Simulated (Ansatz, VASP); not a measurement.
## LiF in VASP and in Ansatz

POSCAR

```
LiF
1.0
    0.0000000000      1.9946428200      1.9946428200
    1.9946428200      0.0000000000      1.9946428200
    1.9946428200      1.9946428200      0.0000000000
Li F
1 1
Direct
    0.0000000000      0.0000000000      0.0000000000
    0.5000000000      0.5000000000      0.5000000000
```

The input INCAR.step1:

```
PREC = Accurate
ENCUT = 520
EDIFF = 1E-5
ISMEAR = -1
SIGMA = 0.02
LREAL = False
LASPH = True
NELM = 100
ALGO = Normal
ISIF = 2
LWAVE = True
LCHARG = False
GGA = PE
NBANDS = 12
```

INCAR.step2

```
PREC = Accurate
ENCUT = 520
EDIFF = 1E-6
ISMEAR = -1
SIGMA = 0.02
LREAL = False
LASPH = True
NELM = 100
ALGO = Normal
ISIF = 2
LWAVE = False
LCHARG = False
GGA = PE
LHFCALC = True
AEXX = 0.25
PRECFOCK = Normal
ISTART = 1
NBANDS = 12
```

Contents of KPOINTS:

```
regular mesh
0
Gamma
  8 8 8
```

Input for Ansatz:

```yaml
crystal:
  lattice:
    - [0.0, 1.99464282, 1.99464282]
    - [1.99464282, 0.0, 1.99464282]
    - [1.99464282, 1.99464282, 0.0]
  atoms:
    - { symbol: Li, position: [0.0, 0.0, 0.0] }
    - { symbol: F, position: [0.5, 0.5, 0.5] }
  symmetry: { tolerance: 0.0003 }
hamiltonian:
  xc: pbe0
  pseudopotentials: { kind: paw, azcp: { folder: soft_1 } }
basis:
  ecutwfc: 420
magnetization:
  spin_polarized: false
scf:
  occupations: { method: fermi_dirac, width: 0.02 }
kpoints:
  mp_grid: { grid: [8, 8, 8], shift: [0, 0, 0] }
output:
  forces: true
  stress: true
  eigenvalues: true
  bader: true
  populations: true
  elf: true
  write_potential: true
  write_density: true
  volumetric_format: npy
  dos:
    e_range: [-12, 8]
    de: 0.05
    projected: { site_lists: { F: [F], Li: [Li] } }
```

Alike in both runs: task single point; functional PBE0; k mesh 8 × 8 × 8; occupations fermi-dirac, width 0.02 eV; no spin polarisation.

```csv
,VASP,Ansatz
version,VASP 6.6.1,Ansatz 0.2.0
potentials or method,"VASP PAW PBE potentials, release 64 (Li_sv, F), cutoff 520 eV",PAW plane waves
valence electrons in the cell,10,10
```

```tsv
	VASP	Ansatz	Ansatz less VASP
gap on the k mesh at the Fermi level (eV)	12.43	12.44	+0.008
```

The functional is the same, so the differences come from potentials, cutoffs and numerics. Ansatz's warnings: stress exchange threshold loose, stress scf threshold loose.

Noted on VASP's run: the cutoff is under 1.25 times that of the potentials, so the pressure is a little rough.
